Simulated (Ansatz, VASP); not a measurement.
# One calculation of MoS2, two programs

```xyz
3
Lattice="1.5601 0.9007 6.0406 -1.5601 0.9007 6.0406 0.0000 -1.8015 6.0406" Properties=species:S:1:pos:R:3 pbc="T T T"
Mo    0.0000    0.0000    0.0000
S     0.0000    0.0000   13.5623
S     0.0000    0.0000   10.5994
```

Change from the starting cell: volume scaled by 0.96, crystal datasets.

Alike in both runs: task electric field gradients; functional LDA; k mesh 15 × 15 × 15; occupations fermi-dirac, width 0.05 eV; no spin polarisation.

|  | VASP | Ansatz |
| --- | --- | --- |
| version | VASP 6.6.1 | Ansatz 0.2.0 |
| potentials or method | VASP PAW LDA potentials, release 64 (Mo_sv, S), cutoff 520 eV | all-electron PAW with datasets made for the crystal, scalar-relativistic |

VASP gave:

```
pressure (GPa)                                                : 8.8
traceless stress, the component that is largest in VASP (GPa) : 5.41
rms of the force components (eV/Å)                            : 0.770
size of Vzz on the site where it differs most (V/Å²)          : 101.4
```

Question: Which values does Ansatz return?

Answer: Pressure (GPa): 8.8; traceless stress, the component that is largest in VASP (GPa): 5.47; rms of the force components (eV/Å): 0.767; size of Vzz on the site where it differs most (V/Å²): 97.7.

LDA's correlation is that of Perdew and Zunger in VASP and of Perdew and Wang (1992) in Ansatz. Atom by atom the forces differ by 0.002 eV/Å (rms over components). Ansatz ran all-electron here, and VASP with PAW potentials.
